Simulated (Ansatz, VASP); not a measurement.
## AlN: VASP beside Ansatz

File INCAR:

```
PREC = Accurate
ENCUT = 520
EDIFF = 1E-6
ISMEAR = 0
SIGMA = 0.05
LREAL = False
LASPH = True
NELM = 100
ALGO = Normal
ISIF = 2
LWAVE = False
LCHARG = False
GGA = PS
NBANDS = 16
```

Contents of KPOINTS:

```
regular mesh
0
Gamma
  9 9 6
```

POSCAR

```
AlN
1.0
    3.2025000000      0.0000000000      0.0000000000
   -1.6012500000      2.7734463556      0.0000000000
    0.0000000000      0.0000000000      4.2240000000
Al N
2 2
Direct
    0.3333333333      0.6666666667      0.7500000000
    0.6666666667      0.3333333333      0.2500000000
    0.3333333333      0.6666666667      0.2500000000
    0.6666666667      0.3333333333      0.7500000000
```

Input for Ansatz:

```yaml
crystal:
  lattice:
    - [3.2025, 0.0, 0.0]
    - [-1.60125, 2.7734463556, 0.0]
    - [0.0, 0.0, 4.224]
  atoms:
    - { symbol: Al, position: [0.3333333333, 0.6666666667, 0.75] }
    - { symbol: Al, position: [0.6666666667, 0.3333333333, 0.25] }
    - { symbol: "N", position: [0.3333333333, 0.6666666667, 0.25] }
    - { symbol: "N", position: [0.6666666667, 0.3333333333, 0.75] }
basis:
  ecutwfc: 520.0
kpoints:
  mp_grid: { grid: [9, 9, 6] }
hamiltonian:
  xc: pbesol
scf:
  occupations: { method: gaussian, width: 0.05 }
output:
  forces: true
  stress: true
  eigenvalues: true
```

Alike in both runs: task single point; functional PBEsol; k mesh 9 × 9 × 6; occupations gaussian, width 0.05 eV; no spin polarisation.

```csv
,VASP,Ansatz
version,VASP 6.6.1,Ansatz 0.2.0
potentials or method,"VASP PAW PBE potentials, release 64 (Al, N), cutoff 520 eV","scalar-relativistic, plane waves, PAW"
valence electrons in the cell,16,16
```

VASP gave:

```
gap on the k mesh at the Fermi level (eV)                     : 3.54
least direct gap on the mesh (eV)                             : 3.54
pressure (GPa)                                                : 11.9
traceless stress, the component that is largest in VASP (GPa) : -9.64
```

Problem. Estimate Ansatz's values.

Solution. gap on the k mesh at the Fermi level (eV): 3.53; least direct gap on the mesh (eV): 3.53; pressure (GPa): 11.9; traceless stress, the component that is largest in VASP (GPa): -9.51.

VASP's potentials were made for PBE, not for PBEsol. With one functional, cell and mesh, what is left measures potentials, basis and numerics.
